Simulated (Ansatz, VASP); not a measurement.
## Two plane-wave programs on CoSi2

```xyz
3
Lattice="0.0000 2.6529 2.6529 2.6529 0.0000 2.6529 2.6529 2.6529 0.0000" Properties=species:S:1:pos:R:3 pbc="T T T"
Co    0.0000    0.0000    0.0000
Si    1.3264    1.3264    1.3264
Si    3.9793    3.9793    3.9793
```

Alike in both runs: task single point; functional PBE; k mesh 14 × 14 × 14; occupations gaussian, width 0.1 eV; no spin polarisation.

```csv
,VASP,Ansatz
version,VASP 6.6.1,Ansatz 0.2.0
potentials or method,"VASP PAW PBE potentials, release 64 (Co, Si), cutoff 520 eV","scalar-relativistic, plane waves, PAW"
valence electrons in the cell,17,25
```

```csv
,VASP,Ansatz,Ansatz less VASP
gap on the k mesh at the Fermi level (eV),none,none,-
pressure (GPa),5.7,5.9,+0.14
```

A gap of «none» marks a metal or a gap that the smearing closes. VASP's potentials hold 17 valence electrons a cell and Ansatz's 25, so a difference there can come from the potentials and not from the codes.
